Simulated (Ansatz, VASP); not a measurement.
# One calculation of HfSi2, two programs

```
Hf Si
1.0
     1.82339   -7.29594    0.00000
     1.82339    7.29594    0.00000
     0.00000    0.00000    3.64861
Hf Si
2 4
Cartesian
  1.8234 -5.7530 0.9122
  1.8234 5.7530 2.7365
  1.8234 3.6449 0.9122
  1.8234 -3.6449 2.7365
  1.8234 0.7709 2.7365
  1.8234 -0.7709 0.9122
```

Alike in both runs: task relaxation of cell and atoms; functional LDA; k mesh 10 × 10 × 10; occupations gaussian, width 0.1 eV; no spin polarisation.

|  | VASP | Ansatz |
| --- | --- | --- |
| version | VASP 6.6.1 | Ansatz 0.2.0 |
| potentials or method | VASP PAW LDA potentials, release 64 (Hf_pv, Si), cutoff 500 eV | scalar-relativistic, plane waves, PAW |
| valence electrons in the cell | 36 | 68 |

|  | VASP | Ansatz | Ansatz less VASP |
| --- | --- | --- | --- |
| gap on the k mesh at the Fermi level, each at its own relaxed structure (eV) | none | none | - |
| relaxed volume (Å³/atom) | 15.58 | 15.52 | -0.062 |
| relaxed cell length with the largest relative difference (Å) | 7.362 | 7.347 | -0.0150 |

LDA's correlation is that of Perdew and Zunger in VASP and of Perdew and Wang (1992) in Ansatz. A gap of «none» marks a metal or a gap that the smearing closes. VASP's potentials hold 36 valence electrons a cell and Ansatz's 68, so a difference there can come from the potentials and not from the codes.

Spin-orbit coupling is off throughout.
